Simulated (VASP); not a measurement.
Here is a VASP 6.6.1 calculation.

The input INCAR:

```
PREC = Accurate
ENCUT = 400
EDIFF = 1E-6
ISMEAR = 0
SIGMA = 0.03
LREAL = F
LASPH = T
NELM = 120
ALGO = Normal
ISIF = 2
LWAVE = F
LCHARG = F
LDIPOL = T
IDIPOL = 3
DIPOL = 0.5 0.5 0.284
GGA = CA
NBANDS = 20
GGA_COMPAT = F
NELMDL = -8
```

File KPOINTS:

```
regular mesh
0
Gamma
  12 12 1
```

File POSCAR:

```
MoSeS
1.0
    3.1813233445      0.0000000000      0.0000000000
   -1.5906616722      2.7551068340      0.0000000000
    0.0000000000      0.0000000000     30.1999999990
S Mo Se
1 1 1
Direct
    0.6666666667      0.3333333333      0.2318149726
    0.3333333333      0.6666666667      0.2821044587
    0.6666666667      0.3333333333      0.3380673237
```

Potentials or basis: VASP PAW LDA potentials, release 64 (S, Mo_sv, Se).

Run with:

```sh
$ cat potpaw_LDA.64/S/POTCAR potpaw_LDA.64/Mo_sv/POTCAR potpaw_LDA.64/Se/POTCAR > POTCAR
$ mpirun -np 1 vasp_std > vasp.out
```

Question: What does it give for the largest force?

Answer: 0.081 eV/Å.

Question: What does it give for the band gap on the k mesh?

Answer: 1.76 eV, direct.

Forces in eV/Å, atoms in the order of the input:
```
S    0.000  0.000 -0.021
Mo   0.000  0.000 -0.060
Se   0.000  0.000  0.081
```
